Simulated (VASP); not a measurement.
I:

```
I
1.0
    -2.08937    2.08937    2.08937
     2.08937   -2.08937    2.08937
     2.08937    2.08937   -2.08937
I
1
Direct
  0.00000 0.00000 0.00000
```

Base run:

| Item | Value |
| --- | --- |
| Program | VASP 6.6.1 |
| Functional | LDA |
| Potentials or basis | VASP PAW LDA potentials, release 64 (I) |
| Cutoff | 500 eV |
| k mesh | 7 × 7 × 7 |
| Occupations | fermi-dirac, width 0.05 eV |
| Spin | non-collinear spin, zero start, spin-orbit coupling |
| Starting moments | [[0.0, 0.0, 0.0]] μB |

Its results: pressure -2.8 GPa.

Task: The run is repeated on the same cell with these changes: spin from non-collinear spin, zero start, spin-orbit coupling to no spin polarisation; further incar settings from ALGO = Normal; EDIFF = 1e-06; NBANDS = 18 to ALGO = Normal; EDIFF = 1e-06; NBANDS = 10. What comes out?

Result: Pressure -3.6 GPa.

Caveats: the cell stands under tension (at least some runs); an odd number of electrons without spin polarisation forces a metal (at least some runs); a magnetic or distorted state may lie lower (at least some runs).
